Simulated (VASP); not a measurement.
# TaN (Fm-3m) in VASP: a series of runs

Runs on TaN. Level: PBEsol. Tasks: single point, relaxation of cell and atoms.

Everything below comes from runs of VASP 6.6.1. Logs are shortened: lines on timing, memory, paths and dates and some standing lists are left out, and cuts for length are marked.

**1. The cell of the first run**

Symmetry: Fm-3m, No. 225, cubic system. The conventional cell has a = 4.219 Å, b = 4.219 Å, c = 4.219 Å, α = 90.00°, β = 90.00°, γ = 90.00°. Within 2.8 Å of Ta (site symmetry m-3m) lie 6 N at 2.11 Å. Within 2.8 Å of N (site symmetry m-3m) lie 6 Ta at 2.11 Å.

**2. Single point, PBEsol**

The input, INCAR:

```
SYSTEM = TaN
PREC = Accurate
ENCUT = 520
EDIFF = 1E-6
ISMEAR = -1
SIGMA = 0.15
LREAL = .False.
LASPH = .True.
NELM = 80
ALGO = Normal
ISIF = 2
LWAVE = .False.
LCHARG = .True.
GGA = PS
LELF = .True.
LVHAR = .True.
NBANDS = 15
```

The input, KPOINTS:

```
regular mesh
0
Gamma
  16 16 16
  0 0 0
```

The input, POSCAR:

```
TaN
1.0
    0.0000000000      2.1094090179      2.1094090179
    2.1094090179      0.0000000000      2.1094090179
    2.1094090179      2.1094090179      0.0000000000
Ta N
1 1
Direct
    0.5000000000      0.5000000000      0.5000000000
    0.0000000000      0.0000000000      0.0000000000
```

Potentials or basis: VASP PAW PBE potentials, release 64 (Ta_pv, N).

Started as:

```bash
> cat potpaw_PBE.64/Ta_pv/POTCAR potpaw_PBE.64/N/POTCAR > POTCAR
> mpirun -np 1 vasp_std > vasp.out
```

OUTCAR:

```text
SYSTEM = TaN
   PREC = Accurate
   ENCUT = 520
   EDIFF = 1E-6
   ISMEAR = -1
   LREAL = .False.
   LASPH = .True.
   NELM = 80
   ISIF = 2
   GGA = PS

 ion  position               nearest neighbor table
   1  0.500  0.500  0.500-   2 2.11   2 2.11   2 2.11   2 2.11   2 2.11   2 2.11
   2  0.000  0.000  0.000-   1 2.11   1 2.11   1 2.11   1 2.11   1 2.11   1 2.11

  LATTYP: Found a face centered cubic cell.
 ALAT       =     4.2188180358

  Lattice vectors:

 A1 = (   0.0000000000,   2.1094090179,   2.1094090179)
 A2 = (   2.1094090179,   0.0000000000,   2.1094090179)
 A3 = (   2.1094090179,   2.1094090179,   0.0000000000)

Analysis of symmetry for initial positions (statically):
=====================================================================
 Subroutine PRICEL returns:
 Original cell was already a primitive cell.

 Routine SETGRP: Setting up the symmetry group for a
 face centered cubic supercell.

 Subroutine GETGRP returns: Found 48 space group operations
[... 9 lines left out ...]

 Routine SETGRP: Setting up the symmetry group for a
 face centered cubic supercell.

 Subroutine GETGRP returns: Found 48 space group operations
[... 11 lines left out ...]
                                     Primitive cell

  volume of cell :      18.7721

  direct lattice vectors                    reciprocal lattice vectors
     0.000000000  2.109409018  2.109409018    -0.237033214  0.237033214  0.237033214
     2.109409018  0.000000000  2.109409018     0.237033214 -0.237033214  0.237033214
     2.109409018  2.109409018  0.000000000     0.237033214  0.237033214 -0.237033214

  length of vectors
     2.983154842  2.983154842  2.983154842     0.410553570  0.410553570  0.410553570

  position of ions in fractional coordinates (direct lattice)
     0.500000000  0.500000000  0.500000000
     0.000000000  0.000000000  0.000000000

  ion indices of the primitive-cell ions
   primitive index   ion index
                 1           1
                 2           2

----------------------------------------------------------------------------------------

 KPOINTS: regular mesh

Automatic generation of k-mesh.
 Grid dimensions read from file:
 generate k-points for:   16   16   16

 Generating k-lattice:

  Cartesian coordinates                     Fractional coordinates (reciprocal lattice)
    -0.014814576  0.014814576  0.014814576     0.062500000  0.000000000  0.000000000
     0.014814576 -0.014814576  0.014814576     0.000000000  0.062500000  0.000000000
     0.014814576  0.014814576 -0.014814576     0.000000000  0.000000000  0.062500000

  Length of vectors
     0.025659598  0.025659598  0.025659598

  Shift w.r.t. Gamma in fractional coordinates (k-lattice)
     0.000000000  0.000000000  0.000000000

 Subroutine IBZKPT returns following result:
 ===========================================

 Found    145 irreducible k-points:

 Following reciprocal coordinates:
            Coordinates               Weight
  0.000000  0.000000  0.000000      1.000000
  0.062500  0.000000  0.000000      8.000000
  0.125000  0.000000  0.000000      8.000000
  0.187500  0.000000  0.000000      8.000000
  0.250000  0.000000  0.000000      8.000000
  0.312500  0.000000  0.000000      8.000000
[... 16 lines left out ...]
 -0.125000  0.062500  0.000000     24.000000
 -0.062500  0.062500  0.000000     12.000000
 [... further k-points ...]
   k-points           NKPTS =    145   k-points in BZ     NKDIM =    145   number of bands    NBANDS=     15
   number of dos      NEDOS =    301   number of ions     NIONS =      2
   total plane-waves  NPLWV =  13824
   dimension x,y,z NGX =    24 NGY =   24 NGZ =   24
   dimension x,y,z NGXF=    48 NGYF=   48 NGZF=   48
   ions per type =               1   1
   NGX,Y,Z   is equivalent  to a cutoff of  13.37, 13.37, 13.37 a.u.
   NGXF,Y,Z  is equivalent  to a cutoff of  26.75, 26.75, 26.75 a.u.
 SYSTEM =  TaN
   PREC   = accura    normal or accurate (medium, high low for compatibility)
   ISTART =      0    job   : 0-new  1-cont  2-samecut
   ICHARG =      2    charge: 1-file 2-atom 10-const
   ISPIN  =      1    spin polarized calculation?
   LNONCOLLINEAR =      F non collinear calculations
   LSORBIT =      F    spin-orbit coupling
   LASPH  =      T    aspherical Exc in radial PAW
   ENCUT  =  520.0 eV  38.22 Ry    6.18 a.u.   5.55  5.55  5.55*2*pi/ulx,y,z
   NELM   =     80;   NELMIN=  2; NELMDL= -5     # of ELM steps
   EDIFF  = 0.1E-05   stopping-criterion for ELM
   LREAL  =      F    real-space projection
   EDIFFG = 0.1E-04   stopping-criterion for IOM
   NSW    =      0    number of steps for IOM
   IBRION =     -1    ionic relax: 0-MD 1-quasi-New 2-CG
   NFREE  =      0    steps in history (QN), initial steepest desc. (CG)
   ISIF   =      2    stress and relaxation
   ISYM   =      2    0-nonsym 1-usesym 2-fastsym
   POTIM  = 0.5000    time-step for ionic-motion
   TEBEG  =    0.0;   TEEND  =   0.0 temperature during run
   PSTRESS=    0.0 pullay stress
   NELECT =      16.0000    total number of electrons
   NUPDOWN=      -1.0000    fix difference up-down
   EMIN   =  10.00;   EMAX   =-10.00  energy-range for DOS
   EFERMI =   0.00;   METHOD = LEGACY
   ISMEAR =    -1;   SIGMA  =   0.15  broadening in eV -4-tet -1-fermi 0-gaus
   EFERMI_NEDOS =   21; number of points for ismear=-14 and -15
   IALGO  =     38    algorithm
   IMIX   =      4    mixing-type and parameters
     AMIX     =   0.40;   BMIX     =  1.00
     AMIX_MAG =   1.60;   BMIX_MAG =  1.00
  volume/ion in A,a.u.               =       9.39        63.34
  Fermi-wavevector in a.u.,A,eV,Ry     =   1.552187  2.933208 32.780303  2.409284
  Thomas-Fermi vector in A             =   2.656598
   LORBIT       =      0    0 simple, 1 ext, 2 COOP (PROOUT), +10 PAW based schemes
   GGA     = PS    functional components
   LHFCALC =     F    Hartree Fock is set to
   AEXX    =    0.0000 exact exchange contribution
   IVDW    =     0    specifies the selected vdW correction
   LEPSILON=     F    determine dielectric tensor
   LRPA    =     F    only Hartree local field effects (RPA)
 non-spin polarized calculation
  energy-cutoff  :      520.00
  volume of cell :       18.77
 maximum number of plane-waves:       531
 NGX is ok and might be reduce to    24
   NGX = 11   NGY = 11   NGZ = 11

 number of electron      16.0000001 magnetization

 Free energy of the ion-electron system (eV)
  ---------------------------------------------------
  ext. energy  EPLUGINS =         0.00000000
  ---------------------------------------------------
  free energy    TOTEN  =       -22.91142242 eV

  energy without entropy =      -22.85812484  energy(sigma->0) =      -22.88477363

 E-fermi :  10.8313     XC(G=0): -14.2874

 val. band max:       10.8266182087   @ k =  -0.3125   0.3125   0.1250
 cond. band min:      10.8396260519   @ k =  -0.4375   0.1875   0.0000
 fundamental gap:      0.0130078432
 Fermi energy:        10.8313348520

 k-point     1 :       0.0000    0.0000    0.0000
  band No.  band energies     occupation
      1     -24.6141      2.00000
      2     -24.6141      2.00000
      3     -24.6141      2.00000
      4      -9.0074      2.00000
      5       6.6926      2.00000
      6       6.6926      2.00000
      7       6.6926      2.00000
      8       8.3320      2.00000
      9       8.3320      2.00000
     10       8.3320      2.00000
     11      10.8940      0.79414
     12      10.8940      0.79414
     13      13.5478      0.00000
     14      20.2571      0.00000
     15      23.5105      0.00000

 k-point     2 :       0.0625    0.0000    0.0000
  band No.  band energies     occupation
      1     -24.6727      2.00000
      2     -24.6188      2.00000
      3     -24.6188      2.00000
      4      -8.8828      2.00000
      5       6.1178      2.00000
      6       6.2747      2.00000
      7       6.2747      2.00000
      8       8.5224      2.00000
      9       8.5224      2.00000
     10       8.6262      2.00000
     11      11.3695      0.05384
     12      11.3695      0.05384
     13      13.8262      0.00000
     14      20.6065      0.00000
     15      23.5103      0.00000

 k-point     3 :       0.1250    0.0000    0.0000
  band No.  band energies     occupation
      1     -24.8360      2.00000
      2     -24.6322      2.00000
      3     -24.6322      2.00000
      4      -8.5251      2.00000
      5       4.9868      2.00000
      6       5.4372      2.00000
      7       5.4372      2.00000
      8       8.9533      1.99999
      9       8.9533      1.99999
     10       9.0523      1.99999
     11      12.5071      0.00003
     12      12.5071      0.00003
     13      14.5507      0.00000
     14      21.5825      0.00000
     15      23.5096      0.00000

 k-point     4 :       0.1875    0.0000    0.0000
  band No.  band energies     occupation
      1     -25.0715      2.00000
      2     -24.6523      2.00000
      3     -24.6523      2.00000
      4      -7.9783      2.00000
      5       3.7288      2.00000
      6       4.5620      2.00000
      7       4.5620      2.00000
      8       9.4681      1.99977
      9       9.5709      1.99955
     10       9.5709      1.99955
     11      13.9377      0.00000
     12      13.9377      0.00000
     13      15.4787      0.00000
     14      22.9538      0.00000
     15      23.5092      0.00000
[... 307 lines left out ...]
 k-point    22 :      -0.1875    0.0625    0.0000
  band No.  band energies     occupation
      1     -25.1681      2.00000
      2     -24.7139      2.00000
      3     -24.6413      2.00000
      4      -7.6940      2.00000
      5       3.0997      2.00000
      6       3.9949      2.00000
      7       4.5833      2.00000
      8       9.4695      1.99977
      9       9.5296      1.99966
     10      10.6597      1.51688
     11      13.4533      0.00000
     12      15.3061      0.00000
     13      16.1365      0.00000
     14      23.4986      0.00000
     15      23.6497      0.00000

 k-point    23 :      -0.1250    0.0625    0.0000
  band No.  band energies     occupation
      1     -24.9300      2.00000
      2     -24.6825      2.00000
      3     -24.6242      2.00000
      4      -8.2700      2.00000
      5       4.2601      2.00000
      6       4.7859      2.00000
      7       5.3576      2.00000
      8       8.8810      2.00000
      9       9.1813      1.99997
     10       9.8702      1.99671
     11      12.2235      0.00019
     12      13.8022      0.00000
     13      15.1726      0.00000
     14      22.2727      0.00000
     15      23.5090      0.00000

 k-point    24 :      -0.0625    0.0625    0.0000
  band No.  band energies     occupation
      1     -24.7534      2.00000
      2     -24.6491      2.00000
      3     -24.6163      2.00000
      4      -8.6830      2.00000
      5       5.3488      2.00000
      6       5.6211      2.00000
      7       6.0244      2.00000
      8       8.5346      2.00000
      9       8.8264      2.00000
     10       9.1828      1.99997
     11      11.4600      0.02981
     12      12.4277      0.00005
     13      14.3032      0.00000
     14      21.1623      0.00000
     15      23.5099      0.00000

 [... further k-points ...]
[... 5 lines left out ...]
  --------------------------------------------------------------------------------------
  -------------------------------------------------------------------------------------
  Total        6.0681135      6.0681135      6.0681135     -0.0000000      0.0000000     -0.0000000
  in kB      517.9071255    517.9071255    517.9071255     -0.0000000      0.0000000     -0.0000000
  external PRESSURE =     517.9071255 kB  Pullay stress =       0.0000000 kB

 VOLUME and BASIS-vectors are now :
 -----------------------------------------------------------------------------
  energy-cutoff  :      520.00
  volume of cell :       18.77
      direct lattice vectors                 reciprocal lattice vectors
     0.000000000  2.109409018  2.109409018    -0.237033214  0.237033214  0.237033214
     2.109409018  0.000000000  2.109409018     0.237033214 -0.237033214  0.237033214
     2.109409018  2.109409018  0.000000000     0.237033214  0.237033214 -0.237033214

 POSITION                                       TOTAL-FORCE (eV/Angst)
 -----------------------------------------------------------------------------------
      2.10941      2.10941      2.10941         0.000000      0.000000      0.000000
      0.00000      0.00000      0.00000        -0.000000     -0.000000     -0.000000
 -----------------------------------------------------------------------------------
    total drift:                                0.000000     -0.000000     -0.000000

  FREE ENERGIE OF THE ION-ELECTRON SYSTEM (eV)
  ---------------------------------------------------
  free  energy   TOTEN  =       -22.9114224213 eV

  energy  without entropy=      -22.8581248366  energy(sigma->0) =      -22.88477363
```

It took 64 s on 1 thread of AMD EPYC 7R13, shared host; peak memory 0.14 GiB.

Results:

```yaml
Free_energy: -22.9114 eV
Pressure: 51.8 GPa
Band_gap_on_the_k_mesh: zero (band 8 reaches 13.16 eV, above the bottom of band 9 at 8.33 eV)
```

Caveat: the PAW data sets were made with another functional, which shifts forces and pressure a little; spin-orbit coupling is left out, which moves the levels of the heavy elements.

(Continued in part 2 of 2.)
